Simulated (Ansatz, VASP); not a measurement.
## Hg: VASP beside Ansatz

```
Hg
1.0
     2.94903    0.00000    0.00000
    -1.47451    2.55393    0.00000
     0.00000    0.00000    4.90676
Hg
2
Direct
  0.33333 0.66667 0.25000
  0.66667 0.33333 0.75000
```

Change from the starting cell: volume scaled by 0.78, PAW files.

Alike in both runs: task single point; functional PBEsol; k mesh 15 × 15 × 8; occupations fermi-dirac, width 0.08 eV; no spin polarisation.

```csv
,VASP,Ansatz
version,VASP 6.6.1,Ansatz 0.2.0
potentials or method,"VASP PAW PBE potentials, release 64 (Hg)","PAW with Ansatz's default frozen-core files, scalar-relativistic"
plane-wave cutoff (eV),520,420
valence electrons in the cell,24,40
```

Ansatz gave:

* pressure (GPa): 20.7
* traceless stress, the component that is largest in VASP (GPa): 0.06

Problem. What did VASP give for the same quantities?

Solution. Pressure (GPa): 21.9; traceless stress, the component that is largest in VASP (GPa): -0.03.

VASP's potentials were made for PBE, not for PBEsol. VASP's potentials hold 24 valence electrons a cell and Ansatz's 40, so a difference there can come from the potentials and not from the codes.

Spin-orbit coupling is off throughout.
